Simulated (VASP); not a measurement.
Here is a VASP 6.6.1 calculation.

File INCAR:

```
  ALGO = Fast
  EDIFF = 1E-6
  ENCUT = 520
  GGA = PS
  ISIF = 2
  ISMEAR = 0
  LASPH = T
  LCHARG = F
  LREAL = F
  LWAVE = F
  NBANDS = 12
  NELM = 60
  PREC = Accurate
  SIGMA = 0.15
```

File KPOINTS:

```
k-points
0
Gamma
  22 22 22
```

POSCAR

```
Zn
1.0
   -0.9384175671      1.6363516860      1.6363516860
    1.6363516860     -0.9384175671      1.6363516860
    1.6363516860      1.6363516860     -0.9384175671
Zn
1
Direct
    0.0000000000      0.0000000000      0.0000000000
```

Potentials or basis: VASP PAW PBE potentials, release 64 (Zn).

Launch:

```console
$ cat potpaw_PBE.64/Zn/POTCAR > POTCAR
$ mpirun -np 1 vasp_std > vasp.out
```

What does it give for the pressure?

6.5 GPa.

Estimate the band gap on the k mesh.

zero (bands 6 and 7 overlap by 8.19 eV).

Stress tensor (GPa, compression positive):
```
 6.52 -1.35 -1.35
-1.35  6.52 -1.35
-1.35 -1.35  6.52
```

Caveat: the cell stands under pressure; the PAW data sets were made with another functional, which shifts forces and pressure a little.
